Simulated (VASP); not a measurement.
**Zn4Ge: single point with PBE**

The system is Zn4Ge.

```xyz
5
Lattice="4.4939 0.0000 0.0000 0.0000 4.4939 0.0000 0.0000 0.0000 4.4939" Properties=species:S:1:pos:R:3 pbc="T T T"
Zn    0.0000    2.2470    2.2470
Zn    2.2470    0.0000    2.2470
Zn    2.2470    2.2470    0.0000
Zn    2.2470    2.2470    2.2470
Ge    0.0000    0.0000    0.0000
```

```
Program                : VASP 6.6.1
Task                   : single point
Functional             : PBE
Potentials or basis    : VASP PAW PBE potentials, release 64 (Zn, Ge_d)
Cutoff                 : 520 eV
k mesh                 : 4 × 4 × 4
Occupations            : gaussian, width 0.1 eV
Spin                   : no spin polarisation
Dipole correction      : no
Further INCAR settings : ALGO = Normal; EDIFF = 1e-07; NBANDS = 39
```

```json
{
 "Pressure": "7.6 GPa",
 "Band gap on the k mesh": "zero (band 31 reaches 3.71 eV, above the bottom of band 32 at 0.03 eV)"
}
```

Levels at points of the mesh, in eV from the Fermi level:
```tsv
k point	band 28	band 29	band 30	band 31	band 32	band 33	band 34	band 35
(0.00, 0.00, 0.00)	-2.51	-2.51	-2.51	-0.15	-0.15	2.29	2.29	2.29
(0.50, 0.00, 0.00)	-3.03	-0.59	-0.59	-0.22	-0.22	0.13	0.71	2.51
(0.50, 0.50, 0.00)	-5.19	-5.19	0.71	0.77	1.43	1.54	1.54	2.12
(0.50, 0.50, 0.50)	-3.54	-3.54	-3.54	-2.90	-2.90	-2.90	7.22	7.22
```

Wall time 34 s on 1 thread of Intel(R) Xeon(R) Platinum 8375C CPU @ 2.90GHz (Ice Lake) (shared host), peak memory 0.21 GiB.
